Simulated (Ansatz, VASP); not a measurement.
Pt: VASP beside Ansatz

The input INCAR:

```
PREC = Accurate ; ENCUT = 520
EDIFF = 1E-6 ; ISMEAR = -1
SIGMA = 0.1 ; LREAL = False
LASPH = True ; NELM = 80
ALGO = Normal ; ISIF = 2
LWAVE = False ; LCHARG = True
GGA = RP ; LELF = True
LVHAR = True ; NBANDS = 17
```

File KPOINTS:

```
Automatic mesh
0
Gamma
  14 14 10
```

Contents of POSCAR:

```
Pt
1.0
   -2.2135152916      2.5806812860      1.3832815193
    2.5806812860     -2.2135152916      1.3832815193
    2.6774473742      2.6774473742     -0.7108163282
Pt
2
Direct
    0.0159211942      0.9840788058      0.0000000000
    0.7340788058      0.2659211942      0.5000000000
```

Input for Ansatz:

```yaml
crystal:
  lattice:
    - [-2.2135152916, 2.580681286, 1.3832815193]
    - [2.580681286, -2.2135152916, 1.3832815193]
    - [2.6774473742, 2.6774473742, -0.7108163282]
  atoms:
    - { symbol: Pt, position: [0.0159211942, 0.9840788058, 0.0] }
    - { symbol: Pt, position: [0.7340788058, 0.2659211942, 0.5] }
hamiltonian:
  xc: rpbe
  pseudopotentials:
    kind: paw
    azcp:
      Pt: "pseudopotentials/Pt.paw.azcp"
basis:
  ecutwfc: 420
  fft_grid_basis: typed
kpoints:
  mp_grid: { grid: [14, 14, 10], shift: [0, 0, 0] }
magnetization:
  spin_polarized: false
scf:
  occupations: { method: fermi_dirac, width: 0.1 }
  lower_state_search: "off"
output:
  stress: true
```

Alike in both runs: task single point; functional RPBE; k mesh 14 × 14 × 10; occupations fermi-dirac, width 0.1 eV; no spin polarisation.

|  | VASP | Ansatz |
| --- | --- | --- |
| version | VASP 6.6.1 | Ansatz 0.2.0 |
| potentials or method | VASP PAW PBE potentials, release 64 (Pt), cutoff 520 eV | plane waves (420 eV) with PAW, scalar-relativistic |
| valence electrons in the cell | 20 | 36 |

Ansatz gave:

```
pressure (GPa)                                                : -12.6
traceless stress, the component that is largest in VASP (GPa) : -1.10
```

Question: Estimate VASP's values.

Answer: Pressure (GPa): -13.0; traceless stress, the component that is largest in VASP (GPa): -1.11.

VASP's potentials were made for PBE, not for RPBE. VASP's potentials hold 20 valence electrons a cell and Ansatz's 36, so a difference there can come from the potentials and not from the codes. Ansatz's warnings: near symmetry operations not taken.

Neither program's run includes spin-orbit coupling.
